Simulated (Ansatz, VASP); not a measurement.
# BN in VASP and in Ansatz

File INCAR:

```
SYSTEM = BN
PREC = Accurate ; ENCUT = 520
EDIFF = 1E-7 ; ISMEAR = 0
SIGMA = 0.05 ; LREAL = .False.
LASPH = .True. ; NELM = 60
ALGO = Normal ; ISIF = 2
LWAVE = .False. ; LCHARG = .False.
GGA = PS ; NBANDS = 16
```

KPOINTS

```
regular mesh
0
Gamma
  12 12 4
  0 0 0
```

POSCAR

```
BN
1.0
    2.5043488457      0.0000000000      0.0000000000
   -1.2521744229      2.1688297203      0.0000000000
    0.0000000000      0.0000000000      7.0190956742
B N
2 2
Direct
    0.3389004245      0.6707420603      0.2500000000
    0.6722337579      0.3374087269      0.7500000000
    0.3333333333      0.6666666667      0.7500000000
    0.6666666667      0.3333333333      0.2500000000
```

Input for Ansatz:

```yaml
crystal:
  lattice:
    - [2.5043488457, 0.0, 0.0]
    - [-1.2521744229, 2.1688297203, 0.0]
    - [0.0, 0.0, 7.0190956742]
  atoms:
    - { symbol: B, position: [0.3389004245, 0.6707420603, 0.25] }
    - { symbol: B, position: [0.6722337579, 0.3374087269, 0.75] }
    - { symbol: "N", position: [0.3333333333, 0.6666666667, 0.75] }
    - { symbol: "N", position: [0.6666666667, 0.3333333333, 0.25] }
basis:
  ecutwfc: 420
kpoints:
  mp_grid: { grid: [12, 12, 4] }
hamiltonian:
  xc: pbesol
scf:
  occupations: { method: gaussian, width: 0.05 }
output:
  forces: true
  stress: true
  eigenvalues: true
```

Change from the starting cell: all B atoms moved +0.013 Å, as atom 1 along Cartesian [1 1 0].

Alike in both runs: task single point; functional PBEsol; k mesh 12 × 12 × 4; occupations gaussian, width 0.05 eV; no spin polarisation.

|  | VASP | Ansatz |
| --- | --- | --- |
| version | VASP 6.6.1 | Ansatz 0.2.0 |
| potentials or method | VASP PAW PBE potentials, release 64 (B, N), cutoff 520 eV | scalar-relativistic, plane waves, PAW |
| valence electrons in the cell | 16 | 16 |

```tsv
	VASP	Ansatz	Ansatz less VASP
gap on the k mesh at the Fermi level (eV)	4.25	4.26	+0.010
least direct gap on the mesh (eV)	4.60	4.60	+0.007
pressure (GPa)	0.3	0.1	-0.28
traceless stress, the component that is largest in VASP (GPa)	-0.46	-0.03	+0.428
rms of the force components (eV/Å)	0.300	0.300	+0.0003
```

VASP's potentials were made for PBE, not for PBEsol. Atom by atom the forces differ by 0.000 eV/Å (rms over components). With one functional, cell and mesh, what is left measures potentials, basis and numerics.
